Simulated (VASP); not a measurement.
# AlNi3 (R3m) in VASP: further runs

AlNi3 is run at these levels: PBEsol; tasks: single point.

Program: VASP 6.6.1. These are calculated values, not measurements. Logs are shortened: lines on timing, memory, paths and dates and some standing lists are left out, and cuts for length are marked.

### Step 1. The cell of the first run

It takes space group R3m (No. 160, trigonal). The conventional cell has a = 3.958 Å, b = 3.958 Å, c = 9.694 Å, α = 90.00°, β = 90.00°, γ = 120.00°. Al (site symmetry 3m) has 14 Ni at 2.20 to 2.93 Å within 3.0 Å. Within 2.9 Å of Ni (site symmetry 3m) lie 4 Al at 2.20 to 2.51 Å and 10 Ni at 2.42 to 2.80 Å. Within 3.2 Å of Ni (site symmetry 3m) lie 8 Ni at 2.42 Å and 6 Al at 2.67 to 2.93 Å. Within 3.1 Å of Ni (site symmetry 3m) lie 4 Al at 2.36 to 2.65 Å and 10 Ni at 2.42 to 2.80 Å.

### Step 2. Single point, PBEsol (atom 1 (Al) moved +0.225 Å towards its neighbour atom 2 (Ni) at 2.423 Å)

INCAR

```
SYSTEM = AlNi3
  ALGO = Fast
  EDIFF = 1E-7
  ENCUT = 520
  GGA = PS
  ISIF = 2
  ISMEAR = 0
  LASPH = .True.
  LCHARG = .False.
  LREAL = .False.
  LWAVE = .False.
  NBANDS = 24
  NELM = 60
  PREC = Accurate
  SIGMA = 0.15
```

KPOINTS

```
k-points
0
Gamma
  14 14 14
  0 0 0
```

POSCAR

```
AlNi3
1.0
    0.0000000000      2.7984078565      2.7984078565
    2.7984078565      0.0000000000      2.7984078565
    2.7984078565      2.7984078565      0.0000000000
Al Ni
1 3
Direct
    0.4767896931      0.4767896931      0.4767896931
    0.2500000000      0.2500000000      0.2500000000
    0.0000000000      0.0000000000      0.0000000000
    0.7500000000      0.7500000000      0.7500000000
```

Potentials or basis: VASP PAW PBE potentials, release 64 (Al, Ni).

Launch:

```console
cat potpaw_PBE.64/Al/POTCAR potpaw_PBE.64/Ni/POTCAR > POTCAR
mpirun -np 1 vasp_std > vasp.out
```

OUTCAR:

```text
SYSTEM = AlNi3
   EDIFF = 1E-7
   ENCUT = 520
   GGA = PS
   ISIF = 2
   ISMEAR = 0
   LASPH = .True.
   LREAL = .False.
   NELM = 60
   PREC = Accurate

 ion  position               nearest neighbor table
   1  0.477  0.477  0.477-   2 2.20   4 2.36   4 2.36   4 2.36   2 2.51   2 2.51   2 2.51   4 2.65
                             3 2.67   3 2.67   3 2.67   3 2.93   3 2.93   3 2.93
   2  0.250  0.250  0.250-   1 2.20   3 2.42   3 2.42   3 2.42   3 2.42   1 2.51   1 2.51   1 2.51
                             4 2.80   4 2.80   4 2.80   4 2.80   4 2.80   4 2.80
   3  0.000  0.000  0.000-   4 2.42   4 2.42   4 2.42   2 2.42   4 2.42   2 2.42   2 2.42   2 2.42
                             1 2.67   1 2.67   1 2.67   1 2.93   1 2.93   1 2.93
   4  0.750  0.750  0.750-   1 2.36   1 2.36   1 2.36   3 2.42   3 2.42   3 2.42   3 2.42   1 2.65
                             2 2.80   2 2.80   2 2.80   2 2.80   2 2.80   2 2.80

  LATTYP: Found a face centered cubic cell.
 ALAT       =     5.5968157130

  Lattice vectors:

 A1 = (   0.0000000000,   2.7984078565,   2.7984078565)
 A2 = (   2.7984078565,   0.0000000000,   2.7984078565)
 A3 = (   2.7984078565,   2.7984078565,   0.0000000000)

Analysis of symmetry for initial positions (statically):
=====================================================================
 Subroutine PRICEL returns:
 Original cell was already a primitive cell.

 Routine SETGRP: Setting up the symmetry group for a
 face centered cubic supercell.

 Subroutine GETGRP returns: Found  6 space group operations
 (whereof  6 operations were pure point group operations)
 out of a pool of 48 trial point group operations.

The static configuration has the point symmetry C_3v.

Analysis of symmetry for dynamics (positions and initial velocities):
=====================================================================
 Subroutine PRICEL returns:
 Original cell was already a primitive cell.

 Routine SETGRP: Setting up the symmetry group for a
 face centered cubic supercell.

 Subroutine GETGRP returns: Found  6 space group operations
 (whereof  6 operations were pure point group operations)
 out of a pool of 48 trial point group operations.

The dynamic configuration has the point symmetry C_3v.

 Subroutine INISYM returns: Found  6 space group operations
 (whereof  6 operations are pure point group operations),
 and found     1 'primitive' translations

----------------------------------------------------------------------------------------

[... 97 lines left out ...]
   LREAL  =      F    real-space projection
   EDIFFG = 0.1E-05   stopping-criterion for IOM
   NSW    =      0    number of steps for IOM
   IBRION =     -1    ionic relax: 0-MD 1-quasi-New 2-CG
   NFREE  =      0    steps in history (QN), initial steepest desc. (CG)
   ISIF   =      2    stress and relaxation
   ISYM   =      2    0-nonsym 1-usesym 2-fastsym
   POTIM  = 0.5000    time-step for ionic-motion
   TEBEG  =    0.0;   TEEND  =   0.0 temperature during run
   PSTRESS=    0.0 pullay stress
   NELECT =      33.0000    total number of electrons
   NUPDOWN=      -1.0000    fix difference up-down
   EMIN   =  10.00;   EMAX   =-10.00  energy-range for DOS
   EFERMI =   0.00;   METHOD = LEGACY
   ISMEAR =     0;   SIGMA  =   0.15  broadening in eV -4-tet -1-fermi 0-gaus
   EFERMI_NEDOS =   21; number of points for ismear=-14 and -15
   IALGO  =     68    algorithm
   IMIX   =      4    mixing-type and parameters
     AMIX     =   0.40;   BMIX     =  1.00
     AMIX_MAG =   1.60;   BMIX_MAG =  1.00
  volume/ion in A,a.u.               =      10.96        73.94
  Fermi-wavevector in a.u.,A,eV,Ry     =   1.489333  2.814431 30.179255  2.218113
  Thomas-Fermi vector in A             =   2.602255
   LORBIT       =      0    0 simple, 1 ext, 2 COOP (PROOUT), +10 PAW based schemes
   GGA     = PS    functional components
   LHFCALC =     F    Hartree Fock is set to
   AEXX    =    0.0000 exact exchange contribution
   IVDW    =     0    specifies the selected vdW correction
   LEPSILON=     F    determine dielectric tensor
   LRPA    =     F    only Hartree local field effects (RPA)
 non-spin polarized calculation
 RMM-DIIS sequential band-by-band and
 Gauss-broadening in eV      SIGMA  =   0.15
  energy-cutoff  :      520.00
  volume of cell :       43.83
 maximum number of plane-waves:      1243
 NGX is ok and might be reduce to    30
   NGX = 15   NGY = 15   NGZ = 15

 number of electron      33.0000020 magnetization

 Free energy of the ion-electron system (eV)
  ---------------------------------------------------
  ext. energy  EPLUGINS =         0.00000000
  ---------------------------------------------------
  free energy    TOTEN  =       -23.84024830 eV

  energy without entropy =      -23.81000810  energy(sigma->0) =      -23.82512820

 E-fermi :   9.8426     XC(G=0): -12.9736

 val. band max:        9.8412093876   @ k =  -0.4286   0.4286   0.0000
 cond. band min:       9.8447710690   @ k =  -0.3571   0.5000   0.1429
 fundamental gap:      0.0035616813
 Fermi energy:         9.8426131930

 k-point     1 :       0.0000    0.0000    0.0000
  band No.  band energies     occupation
      1      -0.3860      2.00000
      2       6.0635      2.00000
      3       6.0635      2.00000
      4       6.3533      2.00000
      5       6.4676      2.00000
      6       6.4676      2.00000
[... 637 lines left out ...]
     23      17.9451      0.00000
     24      18.5639      0.00000

 [... further k-points ...]

------------------------ aborting loop because EDIFF is reached ----------------------------------------

  FORCE on cell =-STRESS in cart. coord.  units (eV):
  Direction    XX          YY          ZZ          XY          YZ          ZX
  --------------------------------------------------------------------------------------
  -------------------------------------------------------------------------------------
  Total        0.7084561      0.7084561      0.7084561      0.4243372      0.4243372      0.4243372
  in kB       25.8976597     25.8976597     25.8976597     15.5116745     15.5116745     15.5116745
  external PRESSURE =      25.8976597 kB  Pullay stress =       0.0000000 kB

 VOLUME and BASIS-vectors are now :
 -----------------------------------------------------------------------------
  energy-cutoff  :      520.00
  volume of cell :       43.83
      direct lattice vectors                 reciprocal lattice vectors
     0.000000000  2.798407856  2.798407856    -0.178673026  0.178673026  0.178673026
     2.798407856  0.000000000  2.798407856     0.178673026 -0.178673026  0.178673026
     2.798407856  2.798407856  0.000000000     0.178673026  0.178673026 -0.178673026

 POSITION                                       TOTAL-FORCE (eV/Angst)
 -----------------------------------------------------------------------------------
      2.66850      2.66850      2.66850         1.311584      1.311584      1.311584
      1.39920      1.39920      1.39920        -0.815387     -0.815387     -0.815387
      0.00000      0.00000      0.00000        -0.198144     -0.198144     -0.198144
      4.19761      4.19761      4.19761        -0.298053     -0.298053     -0.298053
 -----------------------------------------------------------------------------------
    total drift:                               -0.000212     -0.000212     -0.000212

  FREE ENERGIE OF THE ION-ELECTRON SYSTEM (eV)
  ---------------------------------------------------
  free  energy   TOTEN  =       -23.8402483010 eV

  energy  without entropy=      -23.8100081008  energy(sigma->0) =      -23.82512820
```

OSZICAR:

```text
N       E                     dE             d eps       ncg     rms          rms(c)
DAV:   1     0.185992159737E+03    0.18599E+03   -0.14307E+04 13992   0.177E+03
DAV:   2    -0.187795944617E+02   -0.20477E+03   -0.19275E+03 13840   0.321E+02
DAV:   3    -0.277344208621E+02   -0.89548E+01   -0.85538E+01 16608   0.921E+01
DAV:   4    -0.278712437764E+02   -0.13682E+00   -0.13675E+00 16880   0.996E+00
DAV:   5    -0.278756575614E+02   -0.44138E-02   -0.44137E-02 17712   0.165E+00    0.195E+01
RMM:   6    -0.275170017870E+02    0.35866E+00   -0.40512E+01 15101   0.748E+01    0.179E+01
RMM:   7    -0.240294612515E+02    0.34875E+01   -0.11121E+01 14050   0.418E+01    0.594E+00
RMM:   8    -0.242096121229E+02   -0.18015E+00   -0.71100E-01 14941   0.935E+00    0.689E+00
RMM:   9    -0.238568983413E+02    0.35271E+00   -0.25315E-01 15080   0.587E+00    0.842E-01
RMM:  10    -0.238429545936E+02    0.13944E-01   -0.34459E-02 15109   0.159E+00    0.638E-01
RMM:  11    -0.238424420548E+02    0.51254E-03   -0.10507E-02 16455   0.993E-01    0.554E-01
RMM:  12    -0.238402080895E+02    0.22340E-02   -0.44409E-03 16108   0.663E-01    0.156E-01
RMM:  13    -0.238402518508E+02   -0.43761E-04   -0.97975E-04 17429   0.300E-01    0.736E-02
RMM:  14    -0.238402394718E+02    0.12379E-04   -0.44063E-04 16898   0.193E-01    0.371E-02
RMM:  15    -0.238402433596E+02   -0.38878E-05   -0.15750E-04 18106   0.111E-01    0.107E-02
RMM:  16    -0.238402480039E+02   -0.46443E-05   -0.50756E-05 20267   0.391E-02    0.879E-03
RMM:  17    -0.238402483278E+02   -0.32397E-06   -0.35008E-06 18261   0.125E-02    0.644E-03
RMM:  18    -0.238402483010E+02    0.26800E-07   -0.93379E-07 15160   0.679E-03
   1 F= -.23840248E+02 E0= -.23825128E+02  d E =-.302402E-01
```

stdout:

```text
POSCAR found type information on POSCAR AlNi
 POSCAR found :  2 types and       4 ions
 scaLAPACK will be used
 -----------------------------------------------------------------------------
|                                                                             |
|                                                                             |
|     You enforced a specific xc type in the INCAR file but a different       |
|     I HOPE YOU KNOW WHAT YOU ARE DOING!                                     |
|                                                                             |
 -----------------------------------------------------------------------------

 LDA part: xc-table for (Slater+PW92), standard interpolation
 POSCAR, INCAR and KPOINTS ok, starting setup
 FFT: planning ... GRIDC
 FFT: planning ... GRID_SOFT
 FFT: planning ... GRID
 WAVECAR not read
 entering main loop
WARNING in EDDRMM: call to ZHEGV failed, returncode =   8  4     24
WARNING in EDDRMM: call to ZHEGV failed, returncode =   8  4     24
```

It took 4 min on 1 thread of AMD EPYC 9R45 (Zen 5), shared host; peak memory 0.34 GiB.

What came out:

| Property | Result |
| --- | --- |
| Free energy | -23.8402 eV |
| Pressure | 2.6 GPa |
| Largest force | 2.272 eV/Å |
| Band gap on the k mesh | zero (an odd number of electrons rules out a gap without spin polarisation) |

Forces on the atoms (eV/Å):
```
Al   1.312  1.312  1.312
Ni  -0.815 -0.815 -0.815
Ni  -0.198 -0.198 -0.198
Ni  -0.298 -0.298 -0.298
```

Levels at points of the mesh, in eV from the Fermi level:
```
           k point  band 13  band 14  band 15  band 16  band 17  band 18  band 19  band 20
(0.00, 0.00, 0.00)    -0.57    -0.57    -0.53    -0.53     5.18     5.36     5.36     6.09
(0.50, 0.00, 0.00)    -0.66    -0.66    -0.49    -0.48    -0.15     4.19     4.19     4.92
(0.50, 0.50, 0.50)    -0.66    -0.66    -0.49    -0.49    -0.15     4.32     4.32     4.85
(0.50, 0.50, 0.00)    -1.09    -0.76    -0.60    -0.38    -0.37    -0.35    -0.03     4.28
```

Caveat: the cell differs from its parent crystal (atom 1 (Al) moved +0.225 Å towards its neighbour atom 2 (Ni) at 2.423 Å); the PAW data sets were made with another functional, which shifts forces and pressure a little. Spin polarisation is off, so any magnetic state and its effect on volume and gap are missing.

### Step 3. Single point, PBEsol (atom 1 (Al) moved +0.135 Å towards its neighbour atom 2 (Ni) at 2.423 Å)

INCAR

```
SYSTEM = AlNi3
ALGO     = Fast           ! electronic algorithm
EDIFF    = 1E-7           ! SCF threshold, eV
ENCUT    = 520            ! plane-wave cutoff, eV
GGA      = PS             ! functional
ISIF     = 2              ! what is computed and relaxed
ISMEAR   = 0              ! smearing method
LASPH    = .TRUE.         ! aspherical terms in the spheres
LCHARG   = .TRUE.         ! write CHGCAR
LELF     = .TRUE.         ! ELF
LREAL    = .FALSE.        ! projectors in reciprocal space
LVHAR    = .TRUE.       
LWAVE    = .FALSE.        ! write WAVECAR
NBANDS   = 24             ! bands
NELM     = 60             ! most SCF steps
PREC     = Accurate       ! precision mode
SIGMA    = 0.15           ! smearing width, eV
```

KPOINTS

```
k-points
0
G
  14 14 14
  0 0 0
```

Changes to POSCAR since step 2:

```diff
@@ -8,3 +8,3 @@
 Direct
-    0.4767896931      0.4767896931      0.4767896931
+    0.4860738158      0.4860738158      0.4860738158
     0.2500000000      0.2500000000      0.2500000000
```

Potentials or basis: VASP PAW PBE potentials, release 64 (Al, Ni).

Launch:

```console
cat potpaw_PBE.64/Al/POTCAR potpaw_PBE.64/Ni/POTCAR > POTCAR
mpirun -np 1 vasp_std > vasp.out
```

Run time: 4.2 min. Hardware: 1 thread of AMD EPYC 9R45 (Zen 5), shared host; peak memory 0.33 GiB.

Results (log left out):

* Free energy: -23.9995 eV
* Pressure: 1.0 GPa
* Largest force: 1.291 eV/Å
* Band gap on the k mesh: zero (an odd number of electrons rules out a gap without spin polarisation)

Forces in eV/Å, atoms in the order of the input:
```
Al   0.745  0.745  0.745
Ni  -0.404 -0.404 -0.404
Ni  -0.119 -0.119 -0.119
Ni  -0.223 -0.223 -0.223
```

Stress tensor (GPa, compression positive):
```
1.00 0.54 0.54
0.54 1.00 0.54
0.54 0.54 1.00
```

Levels at points of the mesh, in eV from the Fermi level:
```
           k point  band 13  band 14  band 15  band 16  band 17  band 18  band 19  band 20
(0.00, 0.00, 0.00)    -0.57    -0.57    -0.52    -0.52     5.33     5.42     5.42     6.01
(0.50, 0.00, 0.00)    -0.65    -0.65    -0.48    -0.48    -0.15     4.27     4.28     4.86
(0.50, 0.50, 0.50)    -0.65    -0.65    -0.48    -0.48    -0.15     4.33     4.33     4.83
(0.50, 0.50, 0.00)    -1.07    -0.76    -0.60    -0.37    -0.36    -0.35    -0.03     4.28
```

Caveat: the cell differs from its parent crystal (atom 1 (Al) moved +0.135 Å towards its neighbour atom 2 (Ni) at 2.423 Å); the PAW data sets were made with another functional, which shifts forces and pressure a little.
